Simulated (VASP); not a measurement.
# BaS (F-43m) in VASP: notebook, part 2 of 2

VASP 6.6.1. The steps go on from the part before.

**4. Vibrations by perturbation theory, PBEsol**

Contents of INCAR:

```
SYSTEM = BaS
  PREC = Accurate
  ENCUT = 520
  EDIFF = 1E-8
  ISMEAR = 0
  SIGMA = 0.01
  LREAL = .False.
  LASPH = .True.
  NELM = 80
  ALGO = Normal
  ISIF = 2
  LWAVE = .False.
  LCHARG = .True.
  GGA = PS
  NBANDS = 15
  IBRION = 8
  NSW = 1
  LEPSILON = .True.
```

Contents of KPOINTS:

```
regular mesh
0
Gamma
  8 8 8
  0 0 0
```

Contents of POSCAR:

```
BaS
1.0
    0.0000000000      3.4684755003      3.4684755003
    3.4684755003      0.0000000000      3.4684755003
    3.4684755003      3.4684755003      0.0000000000
Ba S
1 1
Direct
    0.0000000000      0.0000000000      0.0000000000
    0.2500000000      0.2500000000      0.2500000000
```

Potentials or basis: VASP PAW PBE potentials, release 64 (Ba_sv, S).

Launch:

```console
> cat potpaw_PBE.64/Ba_sv/POTCAR potpaw_PBE.64/S/POTCAR > POTCAR
> mpirun -np 1 vasp_std > vasp.out
```

OUTCAR:

```text
SYSTEM = BaS
   PREC = Accurate
   ENCUT = 520
   EDIFF = 1E-8
   ISMEAR = 0
   LREAL = .False.
   LASPH = .True.
   NELM = 80
   ISIF = 2
   GGA = PS
   IBRION = 8
   NSW = 1
   LEPSILON = .True.

 ion  position               nearest neighbor table
   1  0.000  0.000  0.000-   2 3.00   2 3.00   2 3.00   2 3.00
   2  0.250  0.250  0.250-   1 3.00   1 3.00   1 3.00   1 3.00

  LATTYP: Found a face centered cubic cell.
 ALAT       =     6.9369510006

  Lattice vectors:

 A1 = (   0.0000000000,   3.4684755003,   3.4684755003)
 A2 = (   3.4684755003,   0.0000000000,   3.4684755003)
 A3 = (   3.4684755003,   3.4684755003,   0.0000000000)

Analysis of symmetry for initial positions (statically):
=====================================================================
 Subroutine PRICEL returns:
 Original cell was already a primitive cell.

 Routine SETGRP: Setting up the symmetry group for a
 face centered cubic supercell.

 Subroutine GETGRP returns: Found 24 space group operations
 (whereof 24 operations were pure point group operations)
 out of a pool of 48 trial point group operations.

The static configuration has the point symmetry T_d .

Analysis of symmetry for dynamics (positions and initial velocities):
=====================================================================
 Subroutine PRICEL returns:
 Original cell was already a primitive cell.

 Routine SETGRP: Setting up the symmetry group for a
 face centered cubic supercell.

 Subroutine GETGRP returns: Found 24 space group operations
 (whereof 24 operations were pure point group operations)
 out of a pool of 48 trial point group operations.

The dynamic configuration has the point symmetry T_d .

 Subroutine INISYM returns: Found 24 space group operations
 (whereof 24 operations are pure point group operations),
 and found     1 'primitive' translations

----------------------------------------------------------------------------------------

                                     Primitive cell

  volume of cell :      83.4538

  direct lattice vectors                    reciprocal lattice vectors
     0.000000000  3.468475500  3.468475500    -0.144155552  0.144155552  0.144155552
     3.468475500  0.000000000  3.468475500     0.144155552 -0.144155552  0.144155552
     3.468475500  3.468475500  0.000000000     0.144155552  0.144155552 -0.144155552

  length of vectors
     4.905165093  4.905165093  4.905165093     0.249684740  0.249684740  0.249684740

  position of ions in fractional coordinates (direct lattice)
     0.000000000  0.000000000  0.000000000
     0.250000000  0.250000000  0.250000000

[... 620 lines left out ...]
 -----------------------------------------------------------------------------
     0.00005 -0.37999  0.00000
    -0.37999  0.00005  0.00000
     0.00000  0.00000 -0.00002

--------------------------------------- Ionic step        4  -------------------------------------------

------------------------ aborting loop because EDIFF is reached ----------------------------------------

[... ionic steps 5 to 6 ...]

--------------------------------------- Ionic step        7  -------------------------------------------

 Free energy of the ion-electron system (eV)
  ---------------------------------------------------
  ---------------------------------------------------
  free energy    TOTEN  =        -0.11332328 eV

  energy without entropy =       -0.11332328

------------------------ aborting loop because EDIFF is reached ----------------------------------------

 INTERNAL STRAIN TENSOR  FOR ION    2  DIRECTION 1   (eV/Angst):
 -----------------------------------------------------------------------------
    -0.00110  0.00000  0.00000
     0.00000 -0.00140 -5.76607
     0.00000 -5.76607 -0.00140

 MACROSCOPIC STATIC DIELECTRIC TENSOR (including local field effects in DFT)
 ------------------------------------------------------
           3.808376     0.000000    -0.000000
           0.000000     3.808376    -0.000000
           0.000000     0.000000     3.808376
 ------------------------------------------------------

 PIEZOELECTRIC TENSOR (including local field effects)  for field in x, y, z        (e  Angst)
          XX          YY          ZZ          XY          YZ          ZX
  --------------------------------------------------------------------------------
  x     0.00000     0.00000     0.00000     0.00000    -1.97914     0.00000
  y    -0.00000    -0.00000    -0.00000     0.00000     0.00000    -1.97914
  z     0.00000     0.00000     0.00000    -1.97914     0.00000     0.00000

 PIEZOELECTRIC TENSOR (including local field effects)  for field in x, y, z        (C/m^2)
          XX          YY          ZZ          XY          YZ          ZX
  --------------------------------------------------------------------------------
  x     0.00000     0.00000     0.00000     0.00000    -0.37996     0.00000
  y    -0.00000    -0.00000    -0.00000     0.00000     0.00000    -0.37996
  z     0.00000     0.00000     0.00000    -0.37996     0.00000     0.00000

 BORN EFFECTIVE CHARGES (including local field effects) (in |e|, cummulative output)
 ---------------------------------------------------------------------------------
 ion    1
    1     2.14403     0.00000    -0.00000
    2     0.00000     2.14403     0.00000
    3    -0.00000     0.00000     2.14403
 ion    2
    1    -2.14403     0.00000     0.00000
    2     0.00000    -2.14403    -0.00000
    3     0.00000    -0.00000    -2.14403

 INTERNAL STRAIN TENSOR FOR ION    2 for displacements in x,y,z  (eV/Angst):
          X           Y           Z          XY          YZ          ZX
  --------------------------------------------------------------------------------
  x    -0.00000     0.00000     0.00000     0.00000    -5.76607     0.00000
  y     0.00000     0.00000     0.00000     0.00000     0.00000    -5.76607
  z     0.00000     0.00000    -0.00000    -5.76607     0.00000     0.00000

 SECOND DERIVATIVES (NOT SYMMETRIZED)
 ------------------------------------
               1X          1Y          1Z          2X          2Y          2Z
  1X    -3.884845    0.000000    0.000000    3.884845    0.000000    0.000000
  1Y     0.000000   -3.884845    0.000000    0.000000    3.884845    0.000000
  1Z     0.000000    0.000000   -3.884845    0.000000    0.000000    3.884845
  2X     3.871805    0.000000    0.000000   -3.871805    0.000000    0.000000
  2Y     0.000000    3.871805    0.000000    0.000000   -3.871805    0.000000
  2Z     0.000000    0.000000    3.871805    0.000000    0.000000   -3.871805

 Eigenvectors and eigenvalues of the dynamical matrix
 ----------------------------------------------------

   1 f  =    6.035223 THz    37.920426 2PiTHz  201.313376 cm-1    24.959666 meV
             X         Y         Z           dx          dy          dz
      0.000000  0.000000  0.000000     0.000000    0.435679    0.000000
      1.734238  1.734238  1.734238     0.000000   -0.900102    0.000000
[... 21 lines left out ...]
   6 f/i=    0.003979 THz     0.025000 2PiTHz    0.132719 cm-1     0.016455 meV
             X         Y         Z           dx          dy          dz
      0.000000  0.000000  0.000000     0.000000    0.000000    0.900102
      1.734238  1.734238  1.734238     0.000000    0.000000    0.435679

--------------------------------------------------------------------------------------------------------

 MACROSCOPIC STATIC DIELECTRIC TENSOR IONIC CONTRIBUTION
 ------------------------------------------------------
           2.570028    -0.000000     0.000000
          -0.000000     2.570028     0.000000
           0.000000     0.000000     2.570028
 ------------------------------------------------------

 ELASTIC MODULI CONTR FROM IONIC RELAXATION (kBar)
 Direction    XX          YY          ZZ          XY          YZ          ZX
 --------------------------------------------------------------------------------
 XX          -0.0000     -0.0000     -0.0000     -0.0000     -0.0000      0.0000
 YY          -0.0000     -0.0000      0.0000      0.0000     -0.0000      0.0000
 ZZ          -0.0000      0.0000     -0.0000     -0.0000     -0.0000     -0.0000
 XY          -0.0000      0.0000     -0.0000   -164.3892     -0.0000     -0.0000
 YZ          -0.0000     -0.0000     -0.0000     -0.0000   -164.3892      0.0000
 ZX           0.0000      0.0000     -0.0000     -0.0000      0.0000   -164.3892
 --------------------------------------------------------------------------------

 PIEZOELECTRIC TENSOR IONIC CONTR  for field in x, y, z        (C/m^2)
          XX          YY          ZZ          XY          YZ          ZX
  --------------------------------------------------------------------------------
  x     0.00000     0.00000     0.00000     0.00000     0.61161    -0.00000
  y    -0.00000    -0.00000     0.00000     0.00000    -0.00000     0.61161
  z     0.00000    -0.00000     0.00000     0.61161     0.00000     0.00000
```

stdout:

```text
POSCAR found type information on POSCAR BaS
 POSCAR found :  2 types and       2 ions
 scaLAPACK will be used
 -----------------------------------------------------------------------------
|                                                                             |
|                                                                             |
[... 39 lines left out ...]
 first order change of Fermi-energy  -0.21810E+00
 force on displaced ion       1 direction 1 :  -3.885   0.000   0.000
 Born effective charge ion    1 direction 1 :   2.145   0.000   0.000
 Linear response progress:
 first order change of Fermi-energy   0.21818E+00
 force on displaced ion       2 direction 1 :  -3.872   0.000   0.000
 Born effective charge ion    2 direction 1 :  -2.144   0.000   0.000
 Born effective charges drift removed
 Linear response finished
```

It took 6.8 min on 1 thread of Intel Xeon 6975P-C (Granite Rapids), shared host; peak memory 0.46 GiB.

What came out:

* Electronic dielectric tensor (diagonal): 3.81
* Born charges (mean of the diagonal): Ba +2.14; S -2.14 e
* Highest phonon frequency at Γ, LO-TO splitting left out: 201 cm⁻¹

Phonon frequencies in cm⁻¹ (negative: imaginary):
```csv
q point,frequencies
"(0.000, 0.000, 0.000)",0 0 0 201 201 201
```

Electronic dielectric tensor:
```
3.81 0.00 0.00
0.00 3.81 0.00
0.00 0.00 3.81
```

Born effective charge tensors (e):
atom 1, Ba
```
2.14 0.00 0.00
0.00 2.14 0.00
0.00 0.00 2.14
```
atom 2, S
```
-2.14  0.00  0.00
 0.00 -2.14  0.00
 0.00  0.00 -2.14
```

Caveat: spin-orbit coupling is left out, which moves the levels of the heavy elements.
